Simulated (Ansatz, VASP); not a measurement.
B4PdRu2 in VASP and in Ansatz

```
B Ru Pd
1.0
     2.89555   -0.00007    0.00000
    -1.44784    2.50751   -0.00002
    -0.00001   -0.00024    9.59343
B Ru Pd
4 2 1
Direct
  0.33334 0.66667 0.54350
  0.66667 0.33336 0.61045
  0.66669 0.33334 0.15319
  0.33336 0.66666 0.23287
  0.66667 0.33335 0.38333
  0.33337 0.66665 0.01437
  0.99990 0.99996 0.76529
```

Change from the starting cell: cell x1, atoms moved at random (sigma 0.15 Å) and cell strained at random (1.5 %), then relaxed without symmetry.

Alike in both runs: functional PBE; k mesh 12 × 12 × 2; occupations gaussian, width 0.2 eV; no spin polarisation.

Ansatz relaxed the structure, and its values are those at the end. VASP's run is a single point on that final structure, the one shown.

|  | VASP | Ansatz |
| --- | --- | --- |
| version | VASP 6.6.1 | Ansatz 0.2.0 |
| potentials or method | VASP PAW PBE potentials, release 64 (B, Ru_pv, Pd), cutoff 520 eV | scalar-relativistic, plane waves, PAW |
| valence electrons in the cell | 50 | 62 |

|  | VASP | Ansatz | Ansatz less VASP |
| --- | --- | --- | --- |
| gap on the k mesh at the Fermi level (eV) | none | none | - |
| pressure (GPa) | 0.0 | 0.0 | -0.03 |
| rms of the force components (eV/Å) | 0.009 | 0.001 | -0.0081 |

A gap of «none» marks a metal or a gap that the smearing closes. With one functional, cell and mesh, what is left measures potentials, basis and numerics. VASP's potentials hold 50 valence electrons a cell and Ansatz's 62, so a difference there can come from the potentials and not from the codes.
